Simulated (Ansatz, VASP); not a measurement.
Os: VASP and Ansatz over several settings

```
Os
1.0
     2.71575    0.00000    0.00000
    -1.35787    2.35191    0.00000
     0.00000    0.00000    4.29071
Os
2
Direct
  0.66667 0.33333 0.75000
  0.33333 0.66667 0.25000
```

Single points on this cell with VASP 6.6.1 and Ansatz 0.2.0. Each row is one pair of runs. Alike in all rows: spin: off; k mesh: 11 × 11 × 6; smearing: fermi-dirac, width 0.05 eV; VASP's potentials, cutoff: VASP PAW PBE potentials, release 64 (Os), 520 eV; Ansatz's potentials, cutoff: Ansatz PAW, 420 eV.

| level | gap on the k mesh at the Fermi level (eV), VASP | gap on the k mesh at the Fermi level (eV), Ansatz | pressure (GPa), VASP | pressure (GPa), Ansatz |
| --- | --- | --- | --- | --- |
| PBE+D4 | none | none | 10.7 | 10.4 |
| PBEsol+D3(BJ) | none | none | -1.1 | -1.8 |
| RPBE | none | none | 22.3 | 22.3 |
| revPBE+D3(BJ) | none | none | 6.4 | 6.4 |
| BLYP+D4 | none | none | 24.3 | 20.1 |
| SVWN5 | none | none | 0.9 | -0.2 |

Pressure (GPa): the two programs differ by at most 4.27.

VASP's potentials hold 16 valence electrons a cell and Ansatz's 32, so a difference there can come from the potentials and not from the codes.

A gap of «none» marks a metal or a gap that the smearing closes.

Neither program's run includes spin-orbit coupling.
